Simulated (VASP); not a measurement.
## HfO2: single point with r2SCAN

HfO2:

```
Hf O
1.0
     4.83820    0.00000    0.00000
     0.00000    4.83820    0.00000
     0.00000    0.00000    3.22035
Hf O
2 4
Direct
  0.00000 0.00000 0.96895
  0.50000 0.50000 0.50000
  0.19492 0.80508 0.50000
  0.30508 0.30508 0.00000
  0.69492 0.69492 0.00000
  0.80508 0.19492 0.50000
```

This cell differs from its parent crystal: atom 1 (Hf) moved -0.100 Å along Cartesian [0 0 1].

```json
{
  "Program": "VASP 6.6.1",
  "Task": "single point",
  "Functional": "r2SCAN",
  "Potentials or basis": "VASP PAW PBE potentials, release 64 (Hf_pv, O)",
  "Cutoff": "520 eV",
  "k mesh": "6 × 6 × 8",
  "Occupations": "gaussian, width 0.05 eV",
  "Spin": "no spin polarisation",
  "Dipole correction": "no",
  "Further INCAR settings": "ALGO = Normal; EDIFF = 1e-06; NBANDS = 31"
}
```

```yaml
Pressure: -2.5 GPa
Largest_force: 0.843 eV/Å
Band_gap_on_the_k_mesh: 4.53 eV
```

Forces in eV/Å, atoms in the order of the input:
```
Hf   0.000  0.000  0.843
Hf   0.000  0.000 -0.050
O    0.076 -0.076 -0.366
O    0.032  0.032 -0.031
O   -0.032 -0.032 -0.031
O   -0.076  0.076 -0.366
```

Stress tensor (GPa, compression positive):
```
-2.40 -0.61  0.00
-0.61 -2.40  0.00
 0.00  0.00 -2.66
```

Levels at points of the mesh, in eV from the valence-band top:
```csv
k point,band 20,band 21,band 22,band 23,band 24,band 25
"(0.00, 0.00, 0.00)",-0.55,-0.52,0.00,4.53,4.71,5.74
"(0.50, 0.00, 0.00)",-1.47,-0.67,-0.67,5.07,5.21,6.72
"(0.50, 0.50, 0.00)",-1.18,-0.90,-0.90,4.71,4.81,6.15
"(0.00, 0.00, 0.50)",-1.98,-1.01,-0.99,5.97,6.25,6.57
"(0.50, 0.00, 0.50)",-1.73,-0.97,-0.93,4.71,4.75,6.82
"(0.50, 0.50, 0.50)",-1.02,-0.54,-0.52,5.47,5.84,6.36
```

It took 6.8 min on 1 thread of Intel Xeon 8259CL, on a shared host, peak memory 0.27 GiB.

Caveat: the cell differs from its parent crystal (atom 1 (Hf) moved -0.100 Å along Cartesian [0 0 1]); the PAW data sets were made with another functional, which shifts forces and pressure a little; spin-orbit coupling is left out, which moves the levels of the heavy elements. A k mesh can miss the band edges.
